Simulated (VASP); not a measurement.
Crystal: HgTe.

```xyz
2
Lattice="0.0000 3.1800 3.1800 3.1800 0.0000 3.1800 3.1800 3.1800 0.0000" Properties=species:S:1:pos:R:3 pbc="T T T"
Hg    0.0000    0.0000    0.0000
Te    3.1800    3.1800    3.1800
```

```yaml
Program: VASP 6.6.1
Task: relaxation of cell and atoms
Functional: PBE
Dispersion: D3(BJ)
Potentials_or_basis: VASP PAW PBE potentials, release 64 (Hg, Te)
Cutoff: 600 eV
k_mesh: 7 × 7 × 7
Occupations: fermi-dirac, width 0.05 eV
Spin: no spin polarisation
```

At the start: pressure -5.7 GPa; volume 32.16 Å³/atom.

Problem. Where does the relaxation end?

Solution. Over 3 steps the energy falls by 96.4 meV/atom and the volume is 27.55 Å³/atom (-14.3 %); space group Fm-3m (No. 225, to 0.05 Å).

The path:
| step | energy change (eV) | largest force (eV/Å) | pressure (GPa) | volume (Å³) |
| --- | --- | --- | --- | --- |
| 1 | 0.0000 | 0.0000 | -5.68 | 64.31 |
| 2 | -0.1905 | 0.0000 | 0.89 | 54.27 |
| 3 | -0.1928 | 0.0000 | 0.02 | 55.10 |

Final structure:
```
CELL_PARAMETERS angstrom
0.00000 3.02018 3.02018
3.02018 0.00000 3.02018
3.02018 3.02018 0.00000
ATOMIC_POSITIONS crystal
Hg 0.00000 0.00000 0.00000
Te 0.50000 0.50000 0.50000
```

Caveat: the volume moved by -14 % from the deposited cell, more than functionals usually miss; pairwise dispersion overbinds metals, which lowers pressure and volume.
